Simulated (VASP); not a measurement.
# RbCl (Fm-3m) in VASP: further runs

RbCl is run at these levels: PBE, LDA, r2SCAN, HSE06; tasks: single point.

Program: VASP 6.6.1. These are calculated values, not measurements. Logs are shortened: lines on timing, memory, paths and dates and some standing lists are left out, and cuts for length are marked.

## Step 1: The cell of the first run

Symmetry: Fm-3m, No. 225, cubic system. Conventional cell: a = 6.612 Å, b = 6.612 Å, c = 6.612 Å, α = 90.00°, β = 90.00°, γ = 90.00°. Within 4.3 Å of Rb (site symmetry m-3m) lie 6 Cl at 3.31 Å. Cl (site symmetry m-3m) has 6 Rb at 3.31 Å within 4.3 Å.

## Step 2: Single point, PBE

Input file INCAR:

```
PREC     = Accurate       # precision mode
ENCUT    = 500            # plane-wave cutoff, eV
EDIFF    = 1E-6           # SCF threshold, eV
ISMEAR   = 0              # smearing method
SIGMA    = 0.01           # smearing width, eV
LREAL    = F              # projectors in reciprocal space
LASPH    = T              # aspherical terms in the spheres
NELM     = 120            # most SCF steps
ALGO     = Normal         # electronic algorithm
ISIF     = 2              # what is computed and relaxed
LWAVE    = F              # write WAVECAR
LCHARG   = F              # write CHGCAR
GGA      = PE             # functional
NBANDS   = 15             # bands
GGA_COMPAT= F
```

Input file KPOINTS:

```
Automatic mesh
0
Gamma
  4 4 4
```

Input file POSCAR:

```
RbCl
1.0
    0.0000000000      3.3058128251      3.3058128251
    3.3058128251      0.0000000000      3.3058128251
    3.3058128251      3.3058128251      0.0000000000
Rb Cl
1 1
Direct
    0.0000000000      0.0000000000      0.0000000000
    0.5000000000      0.5000000000      0.5000000000
```

Potentials or basis: VASP PAW PBE potentials, release 64 (Rb_sv, Cl).

Command:

```bash
$ cat potpaw_PBE.64/Rb_sv/POTCAR potpaw_PBE.64/Cl/POTCAR > POTCAR
$ mpirun -np 1 vasp_std > vasp.out
```

OUTCAR:

```text
PREC = Accurate
   ENCUT = 500
   EDIFF = 1E-6
   ISMEAR = 0
   LREAL = F
   LASPH = T
   NELM = 120
   ISIF = 2
   GGA = PE

 ion  position               nearest neighbor table
   1  0.000  0.000  0.000-   2 3.31   2 3.31   2 3.31   2 3.31   2 3.31   2 3.31
   2  0.500  0.500  0.500-   1 3.31   1 3.31   1 3.31   1 3.31   1 3.31   1 3.31

  LATTYP: Found a face centered cubic cell.
 ALAT       =     6.6116256502

  Lattice vectors:

 A1 = (   0.0000000000,   3.3058128251,   3.3058128251)
 A2 = (   3.3058128251,   0.0000000000,   3.3058128251)
 A3 = (   3.3058128251,   3.3058128251,   0.0000000000)

Analysis of symmetry for initial positions (statically):
=====================================================================
 Subroutine PRICEL returns:
 Original cell was already a primitive cell.

 Routine SETGRP: Setting up the symmetry group for a
 face centered cubic supercell.

 Subroutine GETGRP returns: Found 48 space group operations
 (whereof 48 operations were pure point group operations)
 out of a pool of 48 trial point group operations.

The static configuration has the point symmetry O_h .

Analysis of symmetry for dynamics (positions and initial velocities):
=====================================================================
 Subroutine PRICEL returns:
 Original cell was already a primitive cell.

 Routine SETGRP: Setting up the symmetry group for a
 face centered cubic supercell.

 Subroutine GETGRP returns: Found 48 space group operations
 (whereof 48 operations were pure point group operations)
 out of a pool of 48 trial point group operations.

The dynamic configuration has the point symmetry O_h .

 Subroutine INISYM returns: Found 48 space group operations
 (whereof 48 operations are pure point group operations),
 and found     1 'primitive' translations

----------------------------------------------------------------------------------------

                                     Primitive cell

  volume of cell :      72.2545

  direct lattice vectors                    reciprocal lattice vectors
     0.000000000  3.305812825  3.305812825    -0.151248733  0.151248733  0.151248733
     3.305812825  0.000000000  3.305812825     0.151248733 -0.151248733  0.151248733
     3.305812825  3.305812825  0.000000000     0.151248733  0.151248733 -0.151248733

  length of vectors
     4.675125332  4.675125332  4.675125332     0.261970489  0.261970489  0.261970489

  position of ions in fractional coordinates (direct lattice)
     0.000000000  0.000000000  0.000000000
     0.500000000  0.500000000  0.500000000

  ion indices of the primitive-cell ions
   primitive index   ion index
                 1           1
                 2           2

----------------------------------------------------------------------------------------

 KPOINTS: Automatic mesh

Automatic generation of k-mesh.
 Grid dimensions read from file:
 generate k-points for:    4    4    4

 Generating k-lattice:

  Cartesian coordinates                     Fractional coordinates (reciprocal lattice)
    -0.037812183  0.037812183  0.037812183     0.250000000  0.000000000  0.000000000
     0.037812183 -0.037812183  0.037812183     0.000000000  0.250000000  0.000000000
     0.037812183  0.037812183 -0.037812183     0.000000000  0.000000000  0.250000000

  Length of vectors
     0.065492622  0.065492622  0.065492622

  Shift w.r.t. Gamma in fractional coordinates (k-lattice)
     0.000000000  0.000000000  0.000000000

 Subroutine IBZKPT returns following result:
 ===========================================

 Found      8 irreducible k-points:

 Following reciprocal coordinates:
            Coordinates               Weight
  0.000000  0.000000  0.000000      1.000000
  0.250000  0.000000  0.000000      8.000000
  0.500000  0.000000  0.000000      4.000000
  0.250000  0.250000  0.000000      6.000000
  0.500000  0.250000  0.000000     24.000000
 -0.250000  0.250000  0.000000     12.000000
  0.500000  0.500000  0.000000      3.000000
 -0.250000  0.500000  0.250000      6.000000
   k-points           NKPTS =      8   k-points in BZ     NKDIM =      8   number of bands    NBANDS=     15
   number of dos      NEDOS =    301   number of ions     NIONS =      2
   total plane-waves  NPLWV =  46656
   dimension x,y,z NGX =    36 NGY =   36 NGZ =   36
   dimension x,y,z NGXF=    72 NGYF=   72 NGZF=   72
   ions per type =               1   1
   NGX,Y,Z   is equivalent  to a cutoff of  12.80, 12.80, 12.80 a.u.
   NGXF,Y,Z  is equivalent  to a cutoff of  25.60, 25.60, 25.60 a.u.
 SYSTEM =  unknown system
   PREC   = accura    normal or accurate (medium, high low for compatibility)
   ISTART =      0    job   : 0-new  1-cont  2-samecut
   ICHARG =      2    charge: 1-file 2-atom 10-const
   ISPIN  =      1    spin polarized calculation?
   LNONCOLLINEAR =      F non collinear calculations
   LSORBIT =      F    spin-orbit coupling
   LASPH  =      T    aspherical Exc in radial PAW
   ENCUT  =  500.0 eV  36.75 Ry    6.06 a.u.   8.52  8.52  8.52*2*pi/ulx,y,z
   NELM   =    120;   NELMIN=  2; NELMDL= -5     # of ELM steps
   EDIFF  = 0.1E-05   stopping-criterion for ELM
   LREAL  =      F    real-space projection
   EDIFFG = 0.1E-04   stopping-criterion for IOM
   NSW    =      0    number of steps for IOM
   IBRION =     -1    ionic relax: 0-MD 1-quasi-New 2-CG
   NFREE  =      0    steps in history (QN), initial steepest desc. (CG)
   ISIF   =      2    stress and relaxation
   ISYM   =      2    0-nonsym 1-usesym 2-fastsym
   POTIM  = 0.5000    time-step for ionic-motion
   TEBEG  =    0.0;   TEEND  =   0.0 temperature during run
   PSTRESS=    0.0 pullay stress
   NELECT =      16.0000    total number of electrons
   NUPDOWN=      -1.0000    fix difference up-down
   EMIN   =  10.00;   EMAX   =-10.00  energy-range for DOS
   EFERMI =   0.00;   METHOD = LEGACY
   ISMEAR =     0;   SIGMA  =   0.01  broadening in eV -4-tet -1-fermi 0-gaus
   EFERMI_NEDOS =   21; number of points for ismear=-14 and -15
   IALGO  =     38    algorithm
   IMIX   =      4    mixing-type and parameters
     AMIX     =   0.40;   BMIX     =  1.00
     AMIX_MAG =   1.60;   BMIX_MAG =  1.00
  volume/ion in A,a.u.               =      36.13       243.80
  Fermi-wavevector in a.u.,A,eV,Ry     =   0.990436  1.871653 13.346827  0.980964
  Thomas-Fermi vector in A             =   2.122107
   LORBIT       =      0    0 simple, 1 ext, 2 COOP (PROOUT), +10 PAW based schemes
   GGA     = PE    functional components
   LHFCALC =     F    Hartree Fock is set to
   AEXX    =    0.0000 exact exchange contribution
   IVDW    =     0    specifies the selected vdW correction
   LEPSILON=     F    determine dielectric tensor
   LRPA    =     F    only Hartree local field effects (RPA)
 non-spin polarized calculation
 Gauss-broadening in eV      SIGMA  =   0.01
  energy-cutoff  :      500.00
  volume of cell :       72.25
 maximum number of plane-waves:      1856
 NGX is ok and might be reduce to    36
   NGX = 17   NGY = 17   NGZ = 17

 number of electron      16.0000002 magnetization

 Free energy of the ion-electron system (eV)
  ---------------------------------------------------
  ext. energy  EPLUGINS =         0.00000000
  ---------------------------------------------------
  free energy    TOTEN  =        -6.66978387 eV

  energy without entropy =       -6.66978387  energy(sigma->0) =       -6.66978387

 E-fermi :  -1.8461     XC(G=0):  -7.2964

 val. band max:       -1.9289067963   @ k =   0.0000   0.0000   0.0000
 cond. band min:       3.0247620295   @ k =   0.0000   0.0000   0.0000
 fundamental gap:      4.9536688258
 Fermi energy:        -1.8461033519

 k-point     1 :       0.0000    0.0000    0.0000
  band No.  band energies     occupation
      1     -25.8846      2.00000
      2     -13.9148      2.00000
      3      -9.9335      2.00000
      4      -9.9335      2.00000
      5      -9.9335      2.00000
      6      -1.9289      2.00000
      7      -1.9289      2.00000
      8      -1.9289      2.00000
      9       3.0248      0.00000
     10       6.0553      0.00000
     11       6.0553      0.00000
     12       6.0553      0.00000
     13       7.0297      0.00000
     14       7.0297      0.00000
     15      10.1355      0.00000

 k-point     2 :       0.2500    0.0000    0.0000
  band No.  band energies     occupation
      1     -25.8772      2.00000
      2     -13.9440      2.00000
      3      -9.9396      2.00000
      4      -9.9396      2.00000
      5      -9.9217      2.00000
      6      -2.3966      2.00000
      7      -2.0981      2.00000
      8      -2.0981      2.00000
      9       4.2711      0.00000
     10       5.8253      0.00000
     11       6.8028      0.00000
     12       6.8028      0.00000
     13       7.8809      0.00000
     14       7.8809      0.00000
     15      11.6609      0.00000

 k-point     3 :       0.5000    0.0000    0.0000
  band No.  band energies     occupation
      1     -25.8697      2.00000
      2     -13.9728      2.00000
      3      -9.9455      2.00000
      4      -9.9455      2.00000
      5      -9.9105      2.00000
      6      -2.7705      2.00000
      7      -2.2557      2.00000
      8      -2.2557      2.00000
      9       5.7741      0.00000
     10       5.9943      0.00000
     11       8.1717      0.00000
     12       8.1717      0.00000
     13       9.3872      0.00000
     14       9.3872      0.00000
     15       9.9938      0.00000

 k-point     4 :       0.2500    0.2500    0.0000
  band No.  band energies     occupation
      1     -25.8749      2.00000
      2     -13.9233      2.00000
      3      -9.9811      2.00000
      4      -9.9811      2.00000
      5      -9.9476      2.00000
      6      -2.4438      2.00000
      7      -1.9974      2.00000
      8      -1.9974      2.00000
      9       4.3760      0.00000
     10       4.9624      0.00000
     11       7.5011      0.00000
     12       7.5451      0.00000
     13       7.5451      0.00000
     14       8.3505      0.00000
     15      11.2186      0.00000

 k-point     5 :       0.5000    0.2500    0.0000
  band No.  band energies     occupation
      1     -25.8677      2.00000
      2     -13.9212      2.00000
      3     -10.0577      2.00000
      4      -9.9878      2.00000
      5      -9.9760      2.00000
      6      -2.4574      2.00000
      7      -2.2093      2.00000
      8      -2.1441      2.00000
      9       5.1540      0.00000
     10       5.9537      0.00000
     11       7.8397      0.00000
     12       8.2599      0.00000
     13       8.4945      0.00000
     14       9.0385      0.00000
     15       9.7124      0.00000

 k-point     6 :      -0.2500    0.2500    0.0000
  band No.  band energies     occupation
      1     -25.8699      2.00000
      2     -13.9421      2.00000
      3     -10.0422      2.00000
      4      -9.9464      2.00000
      5      -9.9229      2.00000
      6      -2.5886      2.00000
      7      -2.2394      2.00000
      8      -2.1043      2.00000
      9       5.3820      0.00000
     10       5.8173      0.00000
     11       7.4828      0.00000
     12       7.5831      0.00000
     13       8.4116      0.00000
     14       9.3773      0.00000
     15       9.8378      0.00000

 k-point     7 :       0.5000    0.5000    0.0000
  band No.  band energies     occupation
      1     -25.8656      2.00000
      2     -13.8679      2.00000
      3     -10.1773      2.00000
      4     -10.0292      2.00000
      5     -10.0292      2.00000
      6      -2.2510      2.00000
      7      -2.0317      2.00000
      8      -2.0317      2.00000
      9       4.2883      0.00000
     10       6.0744      0.00000
     11       7.7066      0.00000
     12       8.1114      0.00000
     13       8.3997      0.00000
     14       9.7295      0.00000
     15       9.7295      0.00000

 k-point     8 :      -0.2500    0.5000    0.2500
  band No.  band energies     occupation
      1     -25.8654      2.00000
      2     -13.8989      2.00000
      3     -10.1035      2.00000
      4     -10.1035      2.00000
      5      -9.9232      2.00000
      6      -2.3579      2.00000
      7      -2.1678      2.00000
      8      -2.1678      2.00000
      9       5.7239      0.00000
     10       5.7239      0.00000
     11       7.3559      0.00000
     12       7.3686      0.00000
     13       9.5207      0.00000
     14       9.7716      0.00000
     15      10.2863      0.00000

------------------------ aborting loop because EDIFF is reached ----------------------------------------

  FORCE on cell =-STRESS in cart. coord.  units (eV):
  Direction    XX          YY          ZZ          XY          YZ          ZX
  --------------------------------------------------------------------------------------
  -------------------------------------------------------------------------------------
  Total        0.2769529      0.2769529      0.2769529      0.0000000      0.0000000     -0.0000000
  in kB        6.1411783      6.1411783      6.1411783      0.0000000      0.0000000     -0.0000000
  external PRESSURE =       6.1411783 kB  Pullay stress =       0.0000000 kB

 VOLUME and BASIS-vectors are now :
 -----------------------------------------------------------------------------
  energy-cutoff  :      500.00
  volume of cell :       72.25
      direct lattice vectors                 reciprocal lattice vectors
     0.000000000  3.305812825  3.305812825    -0.151248733  0.151248733  0.151248733
     3.305812825  0.000000000  3.305812825     0.151248733 -0.151248733  0.151248733
     3.305812825  3.305812825  0.000000000     0.151248733  0.151248733 -0.151248733

 POSITION                                       TOTAL-FORCE (eV/Angst)
 -----------------------------------------------------------------------------------
      0.00000      0.00000      0.00000        -0.000000     -0.000000      0.000000
      3.30581      3.30581      3.30581         0.000000      0.000000     -0.000000
 -----------------------------------------------------------------------------------
    total drift:                                0.000000      0.000000      0.000000

  FREE ENERGIE OF THE ION-ELECTRON SYSTEM (eV)
  ---------------------------------------------------
  free  energy   TOTEN  =        -6.6697838731 eV

  energy  without entropy=       -6.6697838731  energy(sigma->0) =       -6.66978387
```

Run time: 9.9 s. Hardware: 1 thread of Intel Xeon Platinum 8259CL at 2.50GHz (Skylake/Cascade Lake), shared host; peak memory 0.19 GiB.

Results:

```yaml
Free_energy: -6.6698 eV
Pressure: 0.6 GPa
Band_gap_on_the_k_mesh: 4.95 eV
```

## Step 3: Single point, PBE

Input file INCAR:

```
SYSTEM = RbCl
PREC = Accurate
ENCUT = 500
EDIFF = 1E-6
ISMEAR = 0
SIGMA = 0.01
LREAL = .False.
LASPH = .True.
NELM = 120
ALGO = Normal
ISIF = 2
LWAVE = .False.
LCHARG = .False.
GGA = PE
NBANDS = 15
GGA_COMPAT = .False.
```

Input file KPOINTS:

```
Automatic mesh
0
Gamma
  4 4 4
  0 0 0
```

POSCAR is that of step 2.

Potentials or basis: VASP PAW PBE potentials, release 64 (Rb_sv, Cl).

Command:

```bash
$ cat potpaw_PBE.64/Rb_sv/POTCAR potpaw_PBE.64/Cl/POTCAR > POTCAR
$ mpirun -np 1 vasp_std > vasp.out
```

It took 10 s on 1 thread of Intel Xeon Platinum 8259CL at 2.50GHz (Skylake/Cascade Lake), shared host; peak memory 0.19 GiB.

Results (log left out):

```
Free energy            : -6.6698 eV
Pressure               : 0.6 GPa
Band gap on the k mesh : 4.95 eV
```

Levels at points of the mesh, in eV from the valence-band top:
```
           k point  band 4  band 5  band 6  band 7  band 8  band 9  band 10  band 11  band 12  band 13
(0.00, 0.00, 0.00)   -8.00   -8.00    0.00    0.00    0.00    4.95     7.98     7.98     7.98     8.96
(0.50, 0.00, 0.00)   -8.02   -7.98   -0.84   -0.33   -0.33    7.70     7.92    10.10    10.10    11.32
(0.50, 0.50, 0.00)   -8.10   -8.10   -0.32   -0.10   -0.10    6.22     8.00     9.64    10.04    10.33
```

## Step 4: Single point, LDA

Input file INCAR:

```
SYSTEM = RbCl
PREC     = Accurate       ! precision mode
ENCUT    = 500            ! plane-wave cutoff, eV
EDIFF    = 1E-6           ! SCF threshold, eV
ISMEAR   = 0              ! smearing method
SIGMA    = 0.01           ! smearing width, eV
LREAL    = .False.        ! projectors in reciprocal space
LASPH    = .True.         ! aspherical terms in the spheres
NELM     = 120            ! most SCF steps
ALGO     = Normal         ! electronic algorithm
ISIF     = 2              ! what is computed and relaxed
LWAVE    = .False.        ! write WAVECAR
LCHARG   = .False.        ! write CHGCAR
NBANDS   = 15             ! bands
GGA_COMPAT= .False.
```

KPOINTS is that of step 3.

POSCAR is that of step 3.

Potentials or basis: VASP PAW LDA potentials, release 64 (Rb_sv, Cl).

Command:

```bash
$ cat potpaw_LDA.64/Rb_sv/POTCAR potpaw_LDA.64/Cl/POTCAR > POTCAR
$ mpirun -np 1 vasp_std > vasp.out
```

Wall time 7.9 s (1 thread of Intel Xeon Platinum 8259CL at 2.50GHz (Skylake/Cascade Lake), shared host); peak memory 0.16 GiB.

It converged, with:

| Quantity | Value |
| --- | --- |
| Free energy | -7.2240 eV |
| Pressure | -1.8 GPa |
| Band gap on the k mesh | 4.52 eV |

Levels at points of the mesh, in eV from the valence-band top:
| k point | band 4 | band 5 | band 6 | band 7 | band 8 | band 9 | band 10 | band 11 | band 12 | band 13 |
| --- | --- | --- | --- | --- | --- | --- | --- | --- | --- | --- |
| (0.00, 0.00, 0.00) | -7.93 | -7.93 | 0.00 | 0.00 | 0.00 | 4.52 | 7.70 | 7.70 | 7.70 | 8.73 |
| (0.50, 0.00, 0.00) | -7.94 | -7.91 | -0.91 | -0.35 | -0.35 | 7.30 | 7.58 | 9.86 | 9.86 | 11.02 |
| (0.50, 0.50, 0.00) | -8.03 | -8.03 | -0.34 | -0.11 | -0.11 | 5.86 | 7.64 | 9.20 | 9.87 | 10.11 |

(Part 1 of 2 ends here.)
